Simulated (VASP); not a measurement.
Wanted: the native input for a VASP 6.6.1 run.

| Quantity | Value |
| --- | --- |
| Task | single point |
| Functional | PBEsol |
| Dispersion | D3(BJ) |
| Potentials or basis | VASP PAW PBE potentials, release 64 (Al) |
| Cutoff | 520 eV |
| k mesh | 18 × 18 × 6 |
| Occupations | gaussian, width 0.15 eV |
| Spin | no spin polarisation |
| Dipole correction | no |
| Further INCAR settings | ALGO = Fast; EDIFF = 1e-07; NBANDS = 14 |

The structure of Al lies in POSCAR:

```
Al
1.0
    2.7821287574      0.0000000000      0.0000000000
   -1.3910643787      2.4093941805      0.0000000000
    0.0000000000      0.0000000000      9.3156799313
Al
4
Direct
    0.0000000000      0.0000000000      0.0000000000
    0.3333333333      0.6666666667      0.2500000000
    0.0000000000      0.0000000000      0.5000000000
    0.6666666667      0.3333333333      0.7500000000
```

This isn't the form of Al at room conditions, which is fcc.

One way to write it, as run:

INCAR

```
SYSTEM = Al
PREC = Accurate
ENCUT = 520
EDIFF = 1E-7
ISMEAR = 0
SIGMA = 0.15
LREAL = .False.
LASPH = .True.
NELM = 80
ALGO = Fast
ISIF = 2
LWAVE = .False.
LCHARG = .True.
GGA = PS
IVDW = 12
LELF = .True.
LVHAR = .True.
NBANDS = 14
```

KPOINTS

```
regular mesh
0
Gamma
  18 18 6
  0 0 0
```

Potentials or basis: VASP PAW PBE potentials, release 64 (Al).

Run with:

```console
$ cat potpaw_PBE.64/Al/POTCAR > POTCAR
$ mpirun -np 1 vasp_std > vasp.out
```

It gave:

```
Pressure                   : 0.2 GPa
Band gap on the k mesh     : zero (bands 6 and 7 overlap by 5.22 eV)
Dispersion energy per atom : -0.336 eV
```

Caveat: the PAW data sets were made with another functional, which shifts forces and pressure a little.

Wall time 3.6 min on 1 thread of Intel Xeon 8259CL, on a shared host, peak memory 0.26 GiB.
